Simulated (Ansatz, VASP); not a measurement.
**Nb2Si2O in VASP and in Ansatz**

```
Nb Si O
1.0
     2.92550   -3.29644    0.00000
     2.92550    3.29644    0.00000
     0.00000    0.00000    3.64801
Nb Si O
2 2 1
Direct
  0.00000 0.50000 0.00000
  0.50000 0.00000 0.00000
  0.00000 0.00000 0.50000
  0.50000 0.50000 0.50000
  0.50000 0.50000 0.00000
```

Alike in both runs: functional PBE; k mesh 4 × 4 × 4; occupations gaussian, width 0.1 eV; no spin polarisation.

Ansatz relaxed the structure, and its values are those at the end. VASP's run is a single point on that final structure, the one shown.

|  | VASP | Ansatz |
| --- | --- | --- |
| version | VASP 6.6.1 | Ansatz 0.2.0 |
| potentials or method | VASP PAW PBE potentials, release 64 (Nb_sv, Si, O), cutoff 520 eV | scalar-relativistic, plane waves, PAW |
| valence electrons in the cell | 40 | 40 |

|  | VASP | Ansatz | Ansatz less VASP |
| --- | --- | --- | --- |
| gap on the k mesh at the Fermi level (eV) | none | none | - |
| pressure (GPa) | -0.1 | 0.1 | +0.15 |

A gap of «none» marks a metal or a gap that the smearing closes.

The k mesh is coarse, so the values compare programs but aren't converged.
